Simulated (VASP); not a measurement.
# Na2Cl in VASP: further runs

Na2Cl is run at these levels: PBEsol; tasks: single point, relaxation of the atoms.

All numbers are computed with VASP 6.6.1; they aren't measurements. Logs are shortened: lines on timing, memory, paths and dates and some standing lists are left out, and cuts for length are marked.

### 1 The cell of the first run

The cell holds a slab with vacuum, 6 atoms: a = 3.935 Å, b = 3.935 Å, c = 27.754 Å, α = 90.00°, β = 90.00°, γ = 60.00°.

### 2 Single point, PBEsol

Contents of INCAR:

```
SYSTEM = Na2Cl
  PREC = Accurate
  ENCUT = 520
  EDIFF = 1E-6
  ISMEAR = -1
  SIGMA = 0.1
  LREAL = .FALSE.
  LASPH = .TRUE.
  NELM = 60
  ALGO = Normal
  ISIF = 2
  LWAVE = .FALSE.
  LCHARG = .FALSE.
  LDIPOL = .TRUE.
  IDIPOL = 3
  DIPOL = 0.5 0.5 0.486
  GGA = PS
  NBANDS = 30
```

Contents of KPOINTS:

```
Automatic mesh
0
G
  5 5 1
  0 0 0
```

Contents of POSCAR:

```
Na2Cl
1.0
    3.9347742747      0.0000000000      0.0000000000
    1.9673871373      3.4076144800      0.0000000000
    0.0000000000      0.0000000000     27.7542047267
Na Cl
4 2
Direct
    0.6666666667      0.6666666667      0.3496389317
    0.0000000000      0.0000000000      0.4693028407
    0.3333333333      0.3333333333      0.5898790965
    0.6666666667      0.6666666667      0.6906507900
    0.0000000000      0.0000000000      0.2882446130
    0.6666666667      0.6666666667      0.5287092873
```

Potentials or basis: VASP PAW PBE potentials, release 64 (Na_pv, Cl).

Run with:

```bash
$ cat potpaw_PBE.64/Na_pv/POTCAR potpaw_PBE.64/Cl/POTCAR > POTCAR
$ mpirun -np 1 vasp_std > vasp.out
```

OUTCAR:

```text
SYSTEM = Na2Cl
   PREC = Accurate
   ENCUT = 520
   EDIFF = 1E-6
   ISMEAR = -1
   LREAL = .FALSE.
   LASPH = .TRUE.
   NELM = 60
   ISIF = 2
   GGA = PS

 ion  position               nearest neighbor table
   1  0.667  0.667  0.350-
   2  0.000  0.000  0.469-
   3  0.333  0.333  0.590-
   4  0.667  0.667  0.691-
   5  0.000  0.000  0.288-
   6  0.667  0.667  0.529-

  LATTYP: Found a hexagonal cell.
 ALAT       =     3.9347742746
 C/A-ratio  =     7.0535697322

  Lattice vectors:

 A1 = (  -1.9673871373,  -3.4076144800,   0.0000000000)
 A2 = (   3.9347742747,   0.0000000000,   0.0000000000)
 A3 = (   0.0000000000,   0.0000000000,  27.7542047267)

Analysis of symmetry for initial positions (statically):
=====================================================================
 Subroutine PRICEL returns:
 Original cell was already a primitive cell.

 Routine SETGRP: Setting up the symmetry group for a
 hexagonal supercell.

 Subroutine GETGRP returns: Found  6 space group operations
 (whereof  6 operations were pure point group operations)
 out of a pool of 24 trial point group operations.

The static configuration has the point symmetry C_3v.

Analysis of symmetry for dynamics (positions and initial velocities):
=====================================================================
 Subroutine PRICEL returns:
 Original cell was already a primitive cell.

 Routine SETGRP: Setting up the symmetry group for a
 hexagonal supercell.

 Subroutine GETGRP returns: Found  6 space group operations
 (whereof  6 operations were pure point group operations)
 out of a pool of 24 trial point group operations.

The dynamic configuration has the point symmetry C_3v.

 Subroutine INISYM returns: Found  6 space group operations
 (whereof  6 operations are pure point group operations),
 and found     1 'primitive' translations

----------------------------------------------------------------------------------------

                                     Primitive cell

  volume of cell :     372.1338

  direct lattice vectors                    reciprocal lattice vectors
     3.934774275  0.000000000  0.000000000     0.254144185 -0.146730213  0.000000000
[... 77 lines left out ...]
   NSW    =      0    number of steps for IOM
   IBRION =     -1    ionic relax: 0-MD 1-quasi-New 2-CG
   NFREE  =      0    steps in history (QN), initial steepest desc. (CG)
   ISIF   =      2    stress and relaxation
   ISYM   =      2    0-nonsym 1-usesym 2-fastsym
   POTIM  = 0.5000    time-step for ionic-motion
   TEBEG  =    0.0;   TEEND  =   0.0 temperature during run
   PSTRESS=    0.0 pullay stress
   NELECT =      42.0000    total number of electrons
   NUPDOWN=      -1.0000    fix difference up-down
   EMIN   =  10.00;   EMAX   =-10.00  energy-range for DOS
   EFERMI =   0.00;   METHOD = LEGACY
   ISMEAR =    -1;   SIGMA  =   0.10  broadening in eV -4-tet -1-fermi 0-gaus
   EFERMI_NEDOS =   21; number of points for ismear=-14 and -15
   IALGO  =     38    algorithm
   IMIX   =      4    mixing-type and parameters
     AMIX     =   0.40;   BMIX     =  1.00
     AMIX_MAG =   1.60;   BMIX_MAG =  1.00
  volume/ion in A,a.u.               =      62.02       418.55
  Fermi-wavevector in a.u.,A,eV,Ry     =   0.791149  1.495055  8.516113  0.625917
  Thomas-Fermi vector in A             =   1.896632
   LORBIT       =      0    0 simple, 1 ext, 2 COOP (PROOUT), +10 PAW based schemes
   GGA     = PS    functional components
   LHFCALC =     F    Hartree Fock is set to
   AEXX    =    0.0000 exact exchange contribution
   IVDW    =     0    specifies the selected vdW correction
   LEPSILON=     F    determine dielectric tensor
   LRPA    =     F    only Hartree local field effects (RPA)
 non-spin polarized calculation
  energy-cutoff  :      520.00
  volume of cell :      372.13
 maximum number of plane-waves:     10081
 NGX is ok and might be reduce to    30
   NGX = 15   NGY = 15   NGZ =103

 number of electron      42.0000041 magnetization

 dipolmoment           0.000000      0.000000     -0.412454 electrons x Angstroem

 Free energy of the ion-electron system (eV)
  ---------------------------------------------------
  ext. energy  EPLUGINS =         0.00000000
  ---------------------------------------------------
  free energy    TOTEN  =       -14.43591887 eV

  energy without entropy =      -14.35753930  energy(sigma->0) =      -14.39672909

 E-fermi :  -2.3473     XC(G=0):  -3.9574

 val. band max:       -2.4389553272   @ k =   0.0000   0.0000   0.0000
 cond. band min:      -2.2914105390   @ k =   0.0000   0.0000   0.0000
 fundamental gap:      0.1475447882
 Fermi energy:        -2.3472974477

 k-point     1 :       0.0000    0.0000    0.0000
  band No.  band energies     occupation
      1     -27.7262      2.00000
      2     -27.7259      2.00000
      3     -27.7259      2.00000
      4     -27.4312      2.00000
      5     -27.4312      2.00000
      6     -27.4215      2.00000
[... 154 lines left out ...]
     29       2.3960      0.00000
     30       2.6560      0.00000

------------------------ aborting loop because EDIFF is reached ----------------------------------------

 vacuum level on the upper side and lower side of the slab       (xc-potential included)        -2.738         2.641

  FORCE on cell =-STRESS in cart. coord.  units (eV):
  Direction    XX          YY          ZZ          XY          YZ          ZX
  --------------------------------------------------------------------------------------
  -------------------------------------------------------------------------------------
  Total       -0.3647843     -0.3647843     -2.2130792      0.0000000     -0.0000000     -0.0000000
  in kB       -1.5705349     -1.5705349     -9.5281475      0.0000000     -0.0000000     -0.0000000
  external PRESSURE =      -4.2230725 kB  Pullay stress =       0.0000000 kB

 VOLUME and BASIS-vectors are now :
 -----------------------------------------------------------------------------
  energy-cutoff  :      520.00
  volume of cell :      372.13
      direct lattice vectors                 reciprocal lattice vectors
     3.934774275  0.000000000  0.000000000     0.254144185 -0.146730213  0.000000000
     1.967387137  3.407614480  0.000000000     0.000000000  0.293460427  0.000000000
     0.000000000  0.000000000 27.754204727     0.000000000  0.000000000  0.036030577

 POSITION                                       TOTAL-FORCE (eV/Angst)
 -----------------------------------------------------------------------------------
      3.93477      2.27174      9.70395        -0.000000      0.000000     -1.496644
      0.00000      0.00000     13.02513         0.000000     -0.000000      0.052714
      1.96739      1.13587     16.37163        -0.000000     -0.000000      0.012410
      3.93477      2.27174     19.16846         0.000000      0.000000      0.001527
      0.00000      0.00000      8.00000         0.000000      0.000000      1.439521
      3.93477      2.27174     14.67391         0.000000      0.000000     -0.009528
 -----------------------------------------------------------------------------------
    total drift:                               -0.000001     -0.000000     -0.000666

  FREE ENERGIE OF THE ION-ELECTRON SYSTEM (eV)
  ---------------------------------------------------
  free  energy   TOTEN  =       -14.4359188720 eV

  energy  without entropy=      -14.3575393020  energy(sigma->0) =      -14.39672909

 vacuum level on the upper side and lower side of the slab         0.191         5.793
```

OSZICAR:

```text
N       E                     dE             d eps       ncg     rms          rms(c)
DAV:   1     0.320660048599E+03    0.32066E+03   -0.19751E+04   372   0.115E+03
DAV:   2     0.275139873481E+02   -0.29315E+03   -0.27982E+03   362   0.287E+02
DAV:   3    -0.146185396100E+02   -0.42133E+02   -0.41849E+02   360   0.108E+02
[... 21 lines left out ...]
DAV:  25    -0.144359120956E+02   -0.62998E-05   -0.77759E-07   244   0.236E-03    0.495E-03
DAV:  26    -0.144359139700E+02   -0.18744E-05   -0.15390E-06   250   0.217E-03    0.501E-04
DAV:  27    -0.144359153498E+02   -0.13798E-05   -0.71563E-08   234   0.881E-04    0.683E-04
DAV:  28    -0.144359183943E+02   -0.30445E-05   -0.95194E-08   224   0.571E-04    0.717E-04
DAV:  29    -0.144359188720E+02   -0.47769E-06   -0.61664E-08   218   0.469E-04
   1 F= -.14435919E+02 E0= -.14396729E+02  d E =-.783796E-01
```

stdout:

```text
POSCAR found type information on POSCAR NaCl
 POSCAR found :  2 types and       6 ions
 scaLAPACK will be used
 -----------------------------------------------------------------------------
|                                                                             |
|                                                                             |
|     You enforced a specific xc type in the INCAR file but a different       |
|     I HOPE YOU KNOW WHAT YOU ARE DOING!                                     |
|                                                                             |
 -----------------------------------------------------------------------------

 LDA part: xc-table for (Slater+PW92), standard interpolation
 POSCAR, INCAR and KPOINTS ok, starting setup
 FFT: planning ... GRIDC
 FFT: planning ... GRID_SOFT
 FFT: planning ... GRID
 WAVECAR not read
 entering main loop
```

It took 2.2 min on 1 thread of Intel Xeon Platinum 8488C (Sapphire Rapids), shared host; peak memory 0.45 GiB.

Results:

```
Free energy            : -14.4359 eV
Largest force          : 1.497 eV/Å
Band gap on the k mesh : zero (bands 21 and 22 overlap by 1.27 eV)
```

Forces on the atoms (eV/Å):
```
Na   0.000  0.000 -1.497
Na   0.000  0.000  0.053
Na   0.000  0.000  0.012
Na   0.000  0.000  0.002
Cl   0.000  0.000  1.440
Cl   0.000  0.000 -0.010
```

Caveat: the k points lie up to 0.37 Å⁻¹ apart, too coarse for converged energies and pressures of a metal; the PAW data sets were made with another functional, which shifts forces and pressure a little.

### 3 Relaxation of the atoms, PBEsol

Contents of INCAR:

```
SYSTEM = Na2Cl
PREC = Accurate ; ENCUT = 520
EDIFF = 1E-6 ; ISMEAR = -1
SIGMA = 0.1 ; LREAL = .FALSE.
LASPH = .TRUE. ; NELM = 100
ALGO = Normal ; ISIF = 2
LWAVE = .FALSE. ; LCHARG = .FALSE.
LDIPOL = .TRUE. ; IDIPOL = 3
DIPOL = 0.5 0.5 0.490 ; GGA = PS
IBRION = 2 ; NSW = 50
EDIFFG = -0.03
```

Contents of KPOINTS:

```
regular mesh
0
G
  5 5 1
  0 0 0
```

Contents of POSCAR:

```
Na2Cl
1.0
    3.9347742747      0.0000000000      0.0000000000
    1.9673871373      3.4076144800      0.0000000000
    0.0000000000      0.0000000000     27.7542047267
Na Cl
4 2
Selective dynamics
Direct
    0.6666666667      0.6666666667      0.3496389317  F F F
    0.0000000000      0.0000000000      0.4693028407  F F F
    0.3333333333      0.3333333333      0.5920914780  T T T
    0.6666666667      0.6666666667      0.7117553870  T T T
    0.0000000000      0.0000000000      0.2882446130  F F F
    0.6666666667      0.6666666667      0.5306971593  T T T
```

Potentials or basis: VASP PAW PBE potentials, release 64 (Na_pv, Cl).

Run with:

```bash
$ cat potpaw_PBE.64/Na_pv/POTCAR potpaw_PBE.64/Cl/POTCAR > POTCAR
$ mpirun -np 1 vasp_std > vasp.out
```

Run time: 9.1 min. Hardware: 1 thread of Intel Xeon Platinum 8488C (Sapphire Rapids), shared host; peak memory 0.46 GiB.

It converged, with:

```
Free energy               : -14.4359 eV
Energy gained by relaxing : 9.8 meV/atom
Ionic steps               : 11
Band gap on the k mesh    : zero (bands 21 and 22 overlap by 1.27 eV)
```

Step by step:
```csv
step,energy change (eV),largest force on free atoms (eV/Å),pressure (GPa)
1,0.0000,0.1896,-0.59
2,-0.0024,0.1845,-0.60
3,-0.0091,0.1781,-0.62
4,-0.0205,0.1561,-0.63
5,-0.0331,0.0954,-0.65
6,-0.0339,0.1288,-0.64
7,-0.0396,0.1121,-0.63
8,-0.0494,0.0823,-0.53
9,-0.0501,0.1105,-0.52
10,-0.0556,0.0708,-0.48
11,-0.0589,0.0092,-0.43
```

Final structure:
```cif
data_structure
_symmetry_space_group_name_H-M 'P 1'
_symmetry_Int_Tables_number 1
_cell_length_a 3.9348
_cell_length_b 3.9348
_cell_length_c 27.7542
_cell_angle_alpha 90.000
_cell_angle_beta 90.000
_cell_angle_gamma 60.000
_cell_volume 372.13
loop_
_atom_site_label
_atom_site_type_symbol
_atom_site_fract_x
_atom_site_fract_y
_atom_site_fract_z
_atom_site_occupancy
Na1 Na 0.66667 0.66667 0.34964 1
Na2 Na 0.00000 0.00000 0.46930 1
Na3 Na 0.33333 0.33333 0.59003 1
Na4 Na 0.66667 0.66667 0.69118 1
Cl1 Cl 0.00000 0.00000 0.28824 1
Cl2 Cl 0.66667 0.66667 0.52849 1
```

Levels at points of the mesh, in eV from the Fermi level:
| k point | band 17 | band 18 | band 19 | band 20 | band 21 | band 22 | band 23 | band 24 | band 25 |
| --- | --- | --- | --- | --- | --- | --- | --- | --- | --- |
| (0.00, 0.00, 0.00) | -4.58 | -2.29 | -1.87 | -0.90 | -0.09 | -0.09 | 0.05 | 1.68 | 2.59 |

Caveat: the k points lie up to 0.37 Å⁻¹ apart, too coarse for converged energies and pressures of a metal; the PAW data sets were made with another functional, which shifts forces and pressure a little.

The gap in the log of VASP goes by the Fermi energy; the results here count the filled bands.